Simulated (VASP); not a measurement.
PCS4:

```
P C S
1.0
     4.76883    0.00000    0.00000
    -2.38441    4.12993    0.00000
     0.00000    0.00000    7.01507
P C S
1 1 4
Cartesian
  0.0000 0.0000 3.5075
  0.0000 0.0000 0.0000
  0.0000 0.0000 1.3916
  0.0000 0.0000 5.6234
  0.0000 2.7533 0.0000
  2.3844 1.3766 0.0000
```

The cell was built from a structure type or drawn by symmetry, and may not be a known phase.

```yaml
Program: VASP 6.6.1
Task: relaxation of cell and atoms
Functional: PBE
Dispersion: D3(BJ)
Potentials_or_basis: VASP PAW PBE potentials, release 64 (P, C, S)
Cutoff: 600 eV
k_mesh: 6 × 6 × 4
Occupations: gaussian, width 0.1 eV
Spin: no spin polarisation
```

At the start: pressure 17.3 GPa; volume 23.03 Å³/atom.

Q: Where does the relaxation end?

A: Over 42 steps the energy falls by 564.8 meV/atom and the volume is 20.19 Å³/atom (-12.3 %); space group P6/mmm (No. 191, to 0.1 Å) before and after.

The path:
```csv
step,energy change (eV),largest force (eV/Å),pressure (GPa),volume (Å³)
1,0.0000,13.5254,17.31,138.16
3,-1.5651,0.0578,-6.52,184.80
5,-2.2745,0.2393,-5.64,159.58
7,-2.5244,0.7179,-3.97,152.27
9,-2.8434,0.2136,-3.99,143.33
11,-3.0701,0.8605,-0.56,128.77
13,-3.0716,0.9263,0.75,124.76
15,-3.1113,0.5465,0.40,126.08
17,-3.1513,0.1364,-0.23,126.73
19,-3.2154,0.3481,-1.52,130.13
21,-3.2441,0.4359,-2.32,132.77
23,-3.3043,0.2043,-1.91,131.63
25,-3.3188,0.0018,-1.50,130.96
27,-3.3302,0.1565,-1.25,129.62
29,-3.3520,0.6247,0.15,124.49
31,-3.3591,0.5245,-0.03,124.54
33,-3.3554,0.0351,1.77,118.77
35,-3.3782,0.1776,0.35,122.06
37,-3.3842,0.0945,-0.39,122.70
39,-3.3868,0.0895,-0.22,122.12
41,-3.3887,0.0785,0.09,121.09
42,-3.3891,0.0379,0.12,121.13
```

Final structure:
```cif
data_structure
_symmetry_space_group_name_H-M 'P 1'
_symmetry_Int_Tables_number 1
_cell_length_a 4.0729
_cell_length_b 4.0729
_cell_length_c 8.4320
_cell_angle_alpha 90.000
_cell_angle_beta 90.000
_cell_angle_gamma 120.000
_cell_volume 121.13
loop_
_atom_site_label
_atom_site_type_symbol
_atom_site_fract_x
_atom_site_fract_y
_atom_site_fract_z
_atom_site_occupancy
P1 P 0.00000 0.00000 0.50000 1
C1 C 0.00000 0.00000 0.00000 1
S1 S 0.00000 0.00000 0.26509 1
S2 S 0.00000 0.00000 0.73491 1
S3 S 0.33333 0.66667 0.00000 1
S4 S 0.66667 0.33333 0.00000 1
```

Caveat: a cell axis changed by over 15 % at a fixed basis, so the end point is rough.
